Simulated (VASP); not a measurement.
# LiCrN2 (R-3m) in VASP: single point with LDA

Aim: the single point of LiCrN2 with LDA.

All numbers are computed with VASP 6.6.1; they aren't measurements. Logs are shortened: lines on timing, memory, paths and dates and some standing lists are left out, and cuts for length are marked.

### Step 1. The cell of the first run

The structure is trigonal, space group R-3m (No. 166). The conventional cell has a = 2.831 Å, b = 2.831 Å, c = 14.065 Å, α = 90.00°, β = 90.00°, γ = 120.00°. N (site symmetry 3m) has 3 Cr at 1.95 Å and 3 Li at 2.08 Å within 2.6 Å. Within 2.6 Å of Cr (site symmetry -3m) lie 6 N at 1.95 Å. Li (site symmetry -3m) has 6 N at 2.08 Å within 2.8 Å.

### Step 2. Single point, LDA, non-collinear spin, typed start, spin-orbit coupling

File INCAR:

```
SYSTEM = LiCrN2
  PREC = Accurate
  ENCUT = 520
  EDIFF = 1E-6
  ISMEAR = -1
  SIGMA = 0.1
  LREAL = .False.
  LASPH = .True.
  NELM = 150
  ALGO = Normal
  ISIF = 2
  LWAVE = .False.
  LCHARG = .False.
  MAGMOM = 0 0 0 0 0 0 -0.855 0.494 2.833 0 0 0
  LORBIT = 11
  LSORBIT = .True.
  GGA_COMPAT = .False.
  LORBMOM = .True.
  LMAXMIX = 4
  NBANDS = 39
```

File KPOINTS:

```
regular mesh
0
Gamma
  7 7 7
  0 0 0
```

File POSCAR:

```
LiCrN2
1.0
    2.8305858900      0.0000000000      0.0000000000
   -1.4152934500      2.4513594600      0.0000000000
   -1.4152934500      0.8171194900      4.6883130100
N Cr Li
2 1 1
Direct
    0.2417000000      0.7583000000      0.7251000000
    0.7583000000      0.2417000000      0.2749000000
    0.5000000000      0.5000000000      0.5000000000
    0.0000000000      0.0000000000      0.0000000000
```

Potentials or basis: VASP PAW LDA potentials, release 64 (N, Cr_pv, Li_sv).

The run is started by

```console
cat potpaw_LDA.64/N/POTCAR potpaw_LDA.64/Cr_pv/POTCAR potpaw_LDA.64/Li_sv/POTCAR > POTCAR
mpirun -np 1 vasp_ncl > vasp.out
```

OUTCAR:

```text
SYSTEM = LiCrN2
   PREC = Accurate
   ENCUT = 520
   EDIFF = 1E-6
   ISMEAR = -1
   LREAL = .False.
   LASPH = .True.
   NELM = 150
   ISIF = 2
   LORBIT = 11
   LSORBIT = .True.

 ion  position               nearest neighbor table
   1  0.242  0.758  0.725-   3 1.95   3 1.95   3 1.95   4 2.08   4 2.08   4 2.08
   2  0.758  0.242  0.275-   3 1.95   3 1.95   3 1.95   4 2.08   4 2.08   4 2.08
   3  0.500  0.500  0.500-   1 1.95   2 1.95   1 1.95   2 1.95   1 1.95   2 1.95   4 2.86   4 2.86
                             4 2.86   4 2.86   4 2.86   4 2.86
   4  0.000  0.000  0.000-   2 2.08   1 2.08   2 2.08   1 2.08   1 2.08   2 2.08   3 2.86   3 2.86
                             3 2.86   3 2.86   3 2.86   3 2.86

  LATTYP: Found a trigonal (rhomboedric) cell.
 ALAT       =     4.9649792236
 COS(alpha) =     0.8374870674

  Lattice vectors:

 A1 = (  -1.4152934500,   0.8171194900,   4.6883130100)
 A2 = (   0.0000000000,  -1.6342399700,   4.6883130100)
 A3 = (   1.4152924400,   0.8171194900,   4.6883130100)

Analysis of symmetry for initial positions (statically):
=====================================================================
 Subroutine PRICEL returns:
 Original cell was already a primitive cell.

 Routine SETGRP: Setting up the symmetry group for a
 trigonal (rhombohedral) supercell.

 Subroutine GETGRP returns: Found 12 space group operations
 (whereof 12 operations were pure point group operations)
 out of a pool of 12 trial point group operations.

The static configuration has the point symmetry D_3d.

Analysis of symmetry for dynamics (positions and initial velocities):
=====================================================================
 Subroutine PRICEL returns:
 Original cell was already a primitive cell.

 Routine SETGRP: Setting up the symmetry group for a
 trigonal (rhombohedral) supercell.

 Subroutine GETGRP returns: Found 12 space group operations
 (whereof 12 operations were pure point group operations)
 out of a pool of 12 trial point group operations.

The dynamic configuration has the point symmetry D_3d.

Analysis of structural, dynamic, and magnetic symmetry:
=====================================================================
 Subroutine PRICEL returns:
 Original cell was already a primitive cell.

 Routine SETGRP: Setting up the symmetry group for a
 trigonal (rhombohedral) supercell.

 Subroutine GETGRP returns: Found  2 space group operations
 (whereof  2 operations were pure point group operations)
 out of a pool of 12 trial point group operations.

The overall configuration has the point symmetry S_2 .

 Subroutine INISYM returns: Found  2 space group operations
 (whereof  2 operations are pure point group operations),
 and found     1 'primitive' translations

----------------------------------------------------------------------------------------

                                     Primitive cell

  volume of cell :      32.5312

  direct lattice vectors                    reciprocal lattice vectors
     2.830585890  0.000000000  0.000000000     0.353283751  0.203968527  0.071098819
    -1.415293450  2.451359460  0.000000000     0.000000000  0.407936909 -0.071098751
    -1.415293450  0.817119490  4.688313010     0.000000000  0.000000000  0.213296339

  length of vectors
     2.830585890  2.830586291  4.964979224     0.414086477  0.414086409  0.213296339

  position of ions in fractional coordinates (direct lattice)
     0.241700000  0.758300000  0.725100000
     0.758300000  0.241700000  0.274900000
     0.500000000  0.500000000  0.500000000
     0.000000000  0.000000000  0.000000000

  ion indices of the primitive-cell ions
   primitive index   ion index
                 1           1
                 2           2
                 3           3
                 4           4

----------------------------------------------------------------------------------------

 KPOINTS: regular mesh

Automatic generation of k-mesh.
 Grid dimensions read from file:
 generate k-points for:    7    7    7

 Generating k-lattice:

  Cartesian coordinates                     Fractional coordinates (reciprocal lattice)
     0.050469107  0.029138361  0.010156974     0.142857143  0.000000000  0.000000000
     0.000000000  0.058276701 -0.010156964     0.000000000  0.142857143  0.000000000
     0.000000000  0.000000000  0.030470906     0.000000000  0.000000000  0.142857143

  Length of vectors
     0.059155211  0.059155201  0.030470906

  Shift w.r.t. Gamma in fractional coordinates (k-lattice)
     0.000000000  0.000000000  0.000000000

 Subroutine IBZKPT returns following result:
 ===========================================

 Found    172 irreducible k-points:

 Following reciprocal coordinates:
            Coordinates               Weight
  0.000000  0.000000  0.000000      1.000000
  0.142857  0.000000  0.000000      2.000000
  0.000000  0.142857 -0.000000      2.000000
 -0.142857  0.142857  0.142857      2.000000
  0.285714  0.000000 -0.000000      2.000000
[... 55 lines left out ...]
   IALGO  =     38    algorithm
   IMIX   =      4    mixing-type and parameters
     AMIX     =   0.40;   BMIX     =  1.00
     AMIX_MAG =   1.60;   BMIX_MAG =  1.00
  volume/ion in A,a.u.               =       8.13        54.88
  Fermi-wavevector in a.u.,A,eV,Ry     =   1.499529  2.833699 30.593885  2.248587
  Thomas-Fermi vector in A             =   2.611147
   LORBIT       =     11    0 simple, 1 ext, 2 COOP (PROOUT), +10 PAW based schemes
   GGA     = CA    functional components
   LHFCALC =     F    Hartree Fock is set to
   AEXX    =    0.0000 exact exchange contribution
   IVDW    =     0    specifies the selected vdW correction
   LEPSILON=     F    determine dielectric tensor
   LRPA    =     F    only Hartree local field effects (RPA)
  energy-cutoff  :      520.00
  volume of cell :       32.53
 maximum number of plane-waves:      1774
 NGX is ok and might be reduce to    24
   NGX = 11   NGY = 11   NGZ = 19

 number of electron      24.9999999 magnetization      -0.2233943      0.1505596      0.8118048

 Free energy of the ion-electron system (eV)
  ---------------------------------------------------
  ext. energy  EPLUGINS =         0.00000000
  ---------------------------------------------------
  free energy    TOTEN  =       -32.96038285 eV

  energy without entropy =      -32.88910491  energy(sigma->0) =      -32.92474388

 E-fermi :   6.8917     XC(G=0): -12.6211

 val. band max:        6.8853415457   @ k =   0.0000   0.0000   0.4286
 cond. band min:       6.8933638846   @ k =  -0.1429   0.1429   0.1429
 fundamental gap:      0.0080223389
 Fermi energy:         6.8917375982

 k-point     1 :       0.0000    0.0000    0.0000
  band No.  band energies     occupation
      1     -37.6177      1.00000
      2     -37.3971      1.00000
      3     -36.7656      1.00000
      4     -36.3264      1.00000
      5     -36.1384      1.00000
      6     -36.1364      1.00000
[... 949 lines left out ...]
     36      11.8295      0.00000
     37      17.8571      0.00000

 [... further k-points ...]

 [bands above 37 left out]

------------------------ aborting loop because EDIFF is reached ----------------------------------------

  FORCE on cell =-STRESS in cart. coord.  units (eV):
  Direction    XX          YY          ZZ          XY          YZ          ZX
  --------------------------------------------------------------------------------------
  -------------------------------------------------------------------------------------
  Total       -3.0581347     -3.0583563      0.7709609     -0.0001758      0.0000040     -0.0000032
  in kB     -150.6146642   -150.6255776     37.9702081     -0.0086587      0.0001948     -0.0001583
  external PRESSURE =     -87.7566779 kB  Pullay stress =       0.0000000 kB

 VOLUME and BASIS-vectors are now :
 -----------------------------------------------------------------------------
  energy-cutoff  :      520.00
  volume of cell :       32.53
      direct lattice vectors                 reciprocal lattice vectors
     2.830585890  0.000000000  0.000000000     0.353283751  0.203968527  0.071098819
    -1.415293450  2.451359460  0.000000000     0.000000000  0.407936909 -0.071098751
    -1.415293450  0.817119490  4.688313010     0.000000000  0.000000000  0.213296339

 POSITION                                       TOTAL-FORCE (eV/Angst)
 -----------------------------------------------------------------------------------
     -1.41529      2.45136      3.39950         0.000008     -0.000001     -0.287774
      1.41529      0.81712      1.28882        -0.000008      0.000001      0.287774
     -0.00000      1.63424      2.34416        -0.000000     -0.000000      0.000000
      0.00000      0.00000      0.00000         0.000000      0.000000      0.000000
 -----------------------------------------------------------------------------------
    total drift:                                0.000000     -0.000000     -0.000000

  FREE ENERGIE OF THE ION-ELECTRON SYSTEM (eV)
  ---------------------------------------------------
  free  energy   TOTEN  =       -32.9603828514 eV

  energy  without entropy=      -32.8891049115  energy(sigma->0) =      -32.92474388

 orbital moment (x)

 # of ion     p       d       tot
 ----------------------------------------
  1         0.000   0.000   0.000
  2         0.000   0.000   0.000
  3         0.000   0.004   0.004
  4        -0.000   0.000  -0.000
 ----------------------------------------
            0.000   0.004   0.005

 orbital moment (y)

 # of ion     p       d       tot
 ----------------------------------------
  1        -0.000   0.000  -0.000
  2        -0.000   0.000  -0.000
  3        -0.000  -0.003  -0.003
  4         0.000   0.000   0.000
 ----------------------------------------
           -0.000  -0.003  -0.003

 orbital moment (z)

 # of ion     p       d       tot
 ----------------------------------------
  1        -0.000   0.000  -0.000
  2        -0.000   0.000  -0.000
  3        -0.000  -0.010  -0.010
  4        -0.000   0.000  -0.000
 ----------------------------------------
           -0.000  -0.010  -0.010

 Spin-Orbit-Coupling matrix elements

 Ion:    1  E_soc:     -0.0001470
 l=   1
     0.0000000    -0.0000248    -0.0000240
    -0.0000248     0.0000000    -0.0000247
    -0.0000240    -0.0000247     0.0000000
 l=   2
     0.0000000     0.0000000     0.0000000     0.0000000     0.0000000
     0.0000000     0.0000000     0.0000000     0.0000000     0.0000000
     0.0000000     0.0000000     0.0000000     0.0000000     0.0000000
     0.0000000     0.0000000     0.0000000     0.0000000     0.0000000
     0.0000000     0.0000000     0.0000000     0.0000000     0.0000000
 l=   3
     0.0000000     0.0000000     0.0000000     0.0000000     0.0000000     0.0000000     0.0000000
     0.0000000     0.0000000     0.0000000     0.0000000     0.0000000     0.0000000     0.0000000
     0.0000000     0.0000000     0.0000000     0.0000000     0.0000000     0.0000000     0.0000000
     0.0000000     0.0000000     0.0000000     0.0000000     0.0000000     0.0000000     0.0000000
[... 49 lines left out ...]
 l=   2
     0.0000000     0.0000000     0.0000000     0.0000000     0.0000000
     0.0000000     0.0000000     0.0000000     0.0000000     0.0000000
     0.0000000     0.0000000     0.0000000     0.0000000     0.0000000
     0.0000000     0.0000000     0.0000000     0.0000000     0.0000000
     0.0000000     0.0000000     0.0000000     0.0000000     0.0000000
 l=   3
     0.0000000     0.0000000     0.0000000     0.0000000     0.0000000     0.0000000     0.0000000
     0.0000000     0.0000000     0.0000000     0.0000000     0.0000000     0.0000000     0.0000000
     0.0000000     0.0000000     0.0000000     0.0000000     0.0000000     0.0000000     0.0000000
     0.0000000     0.0000000     0.0000000     0.0000000     0.0000000     0.0000000     0.0000000
     0.0000000     0.0000000     0.0000000     0.0000000     0.0000000     0.0000000     0.0000000
     0.0000000     0.0000000     0.0000000     0.0000000     0.0000000     0.0000000     0.0000000
     0.0000000     0.0000000     0.0000000     0.0000000     0.0000000     0.0000000     0.0000000

 total charge

# of ion       s       p       d       tot
------------------------------------------
    1        1.267   2.389   0.000   3.656
    2        1.267   2.389   0.000   3.656
    3        0.397   6.529   4.239  11.164
    4        2.025   0.096   0.000   2.121
--------------------------------------------------
tot          4.955  11.403   4.239  20.597

 magnetization (x)

# of ion       s       p       d       tot
------------------------------------------
    1       -0.000   0.008   0.000   0.007
    2       -0.000   0.008   0.000   0.007
    3       -0.006  -0.001  -0.226  -0.233
    4        0.000   0.000   0.000   0.000
--------------------------------------------------
tot         -0.007   0.014  -0.226  -0.218

 magnetization (y)

# of ion       s       p       d       tot
------------------------------------------
    1        0.000  -0.005   0.000  -0.005
    2        0.000  -0.005   0.000  -0.005
    3        0.004   0.001   0.152   0.157
    4       -0.000  -0.000   0.000  -0.000
--------------------------------------------------
tot          0.005  -0.010   0.152   0.147

 magnetization (z)

# of ion       s       p       d       tot
------------------------------------------
    1        0.001  -0.027   0.000  -0.026
    2        0.001  -0.027   0.000  -0.026
    3        0.023   0.004   0.820   0.846
    4       -0.000  -0.001   0.000  -0.001
--------------------------------------------------
tot          0.025  -0.052   0.820   0.793
```

It used 1900 s of CPU time on 1 thread of AMD EPYC 7R13 Processor (Zen 3), with other jobs on the host.

What came out:

```yaml
Free_energy: -32.9604 eV
Largest_force: 0.288 eV/Å
Net_moment: 0.86 μB per cell
Valence_electrons_inside_the_program's_atomic_spheres: N 3.66; Cr 11.16; Li 2.12
```

Forces in eV/Å, atoms in the order of the input:
```
N    0.000  0.000 -0.288
N    0.000  0.000  0.288
Cr   0.000  0.000  0.000
Li   0.000  0.000  0.000
```

Moments on the atoms (μB; x, y, z):
```
N    0.01 -0.01 -0.03
N    0.01 -0.01 -0.03
Cr  -0.23  0.16  0.85
Li   0.00  0.00  0.00
```

Caveat: the k points lie up to 0.37 Å⁻¹ apart; the cutoff is under 1.25 times the usual one of these potentials, so pressure, stress and relaxed cells hold a basis-set (Pulay) error; a cell with one magnetic atom can't hold antiferromagnetic order, which such compounds often take.
